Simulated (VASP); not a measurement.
Runs of VASP 6.6.1 on OsC3. The structure is that of space group Pm-3m (No. 221), or close to it. The cells are those of the table. 

| task | cell | k mesh | cutoff (eV) | gap on the mesh (eV) | pressure (GPa) | relaxed volume (Å³/atom) |
| --- | --- | --- | --- | --- | --- | --- |
| single point | a = 3.249 Å, 4 atoms | 6 × 6 × 6 | 520 | none | (a) | - |
| single point | a = 3.248 Å, 4 atoms | 14 × 14 × 14 | 520 | none | 2.1 | - |
| relaxation of cell and atoms | relaxed from a = 3.277 Å, 4 atoms | 6 × 6 × 6 | 600 | none | 0.0 | 8.63 |
| relaxation of cell and atoms | relaxed from a = 3.249 Å, 4 atoms | 14 × 14 × 14 | 600 | none | 0.0 | 8.63 |
| single point | a = 3.277 Å, 4 atoms | 6 × 6 × 6 | 520 | none | -5.2 | - |

Alike in all rows: level PBE; potentials or basis VASP PAW PBE potentials, release 64 (Os, C); no spin polarisation; smearing gaussian 0.1 eV.

Fill in the values left out.

(a) 1.9.

Caveats: spin-orbit coupling is left out, which moves the levels of the heavy elements; the cell stands under tension (at least some runs).

A k mesh can miss the band edges, and the runs leave out spin-orbit coupling on Os.

A gap of «none» marks levels without a gap at the run's occupations.
